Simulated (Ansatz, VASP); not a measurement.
TaC: VASP beside Ansatz

File INCAR:

```
SYSTEM = TaC
PREC = Accurate
ENCUT = 600
EDIFF = 1E-6
ISMEAR = -1
SIGMA = 0.1
LREAL = .False.
LASPH = .True.
NELM = 120
ALGO = Normal
ISIF = 2
LWAVE = .False.
LCHARG = .True.
GGA = PS
IVDW = 12
LELF = .True.
LVHAR = .True.
NBANDS = 14
GGA_COMPAT = .False.
```

KPOINTS

```
Automatic mesh
0
Gamma
  5 5 5
  0 0 0
```

POSCAR

```
TaC
1.0
    0.0000000000      2.2230000000      2.2230000000
    2.2230000000      0.0000000000      2.2230000000
    2.2230000000      2.2230000000      0.0000000000
Ta C
1 1
Direct
    0.0000000000      0.0000000000      0.0000000000
    0.5000000000      0.5000000000      0.5000000000
```

Input for Ansatz:

```yaml
crystal:
  lattice:
    - [0.0, 2.223, 2.223]
    - [2.223, 0.0, 2.223]
    - [2.223, 2.223, 0.0]
  atoms:
    - { symbol: Ta, position: [0.0, 0.0, 0.0] }
    - { symbol: C, position: [0.5, 0.5, 0.5] }
basis:
  ecutwfc: 462.593566181796
kpoints:
  mp_grid:
    grid: [5, 5, 5]
hamiltonian:
  xc: pbesol
  dispersion: d3bj
scf:
  occupations:
    method: fermi_dirac
    width: 0.1
output:
  stress: true
```

Alike in both runs: task single point; functional PBEsol; dispersion D3(BJ); k mesh 5 × 5 × 5; occupations fermi-dirac, width 0.1 eV; no spin polarisation.

|  | VASP | Ansatz |
| --- | --- | --- |
| version | VASP 6.6.1 | Ansatz 0.2.0 |
| potentials or method | VASP PAW PBE potentials, release 64 (Ta_pv, C), cutoff 600 eV | plane waves, PAW |
| valence electrons in the cell | 15 | 17 |

|  | VASP | Ansatz | Ansatz less VASP |
| --- | --- | --- | --- |
| pressure (GPa) | -7.5 | -8.3 | -0.78 |

VASP's potentials were made for PBE, not for PBEsol. VASP's potentials hold 15 valence electrons a cell and Ansatz's 17, so a difference there can come from the potentials and not from the codes.

The k mesh is coarse, so the values compare programs but aren't converged. Neither program's run includes spin-orbit coupling.
